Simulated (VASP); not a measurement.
Wanted: the native input for a VASP 6.6.1 run.

- Task: single point
- Functional: PBE
- Potentials or basis: VASP PAW PBE potentials, release 64 (Al, Rh_pv)
- Cutoff: 500 eV
- k mesh: 12 × 12 × 16
- Occupations: gaussian, width 0.1 eV
- Spin: no spin polarisation
- Dipole correction: no
- Further INCAR settings: ALGO = Normal; EDIFF = 1e-06; NBANDS = 24

The structure of AlRh2 lies in POSCAR:

```
AlRh2
1.0
    4.2965300746      0.0000000000      0.0000000000
   -2.1482650373      3.7209041928      0.0000000000
    0.0000000000      0.0000000000      2.7412348846
Al Rh
1 2
Direct
    0.0000000000      0.0000000000      0.0000000000
    0.3333333333      0.6666666667      0.5000000000
    0.6666666667      0.3333333333      0.5000000000
```

These files were run (other wordings do the same):

INCAR

```
PREC = Accurate
ENCUT = 500
EDIFF = 1E-6
ISMEAR = 0
SIGMA = 0.1
LREAL = F
LASPH = T
NELM = 120
ALGO = Normal
ISIF = 2
LWAVE = F
LCHARG = F
GGA = PE
NBANDS = 24
GGA_COMPAT = F
```

KPOINTS

```
regular mesh
0
Gamma
  12 12 16
```

Potentials or basis: VASP PAW PBE potentials, release 64 (Al, Rh_pv).

Launch:

```console
$ cat potpaw_PBE.64/Al/POTCAR potpaw_PBE.64/Rh_pv/POTCAR > POTCAR
$ mpirun -np 1 vasp_std > vasp.out
```

It gave:

```yaml
Pressure: 0.0 GPa
```

Wall time 2.2 min on 1 thread of Intel Xeon 8259CL, on a shared host, peak memory 0.27 GiB.
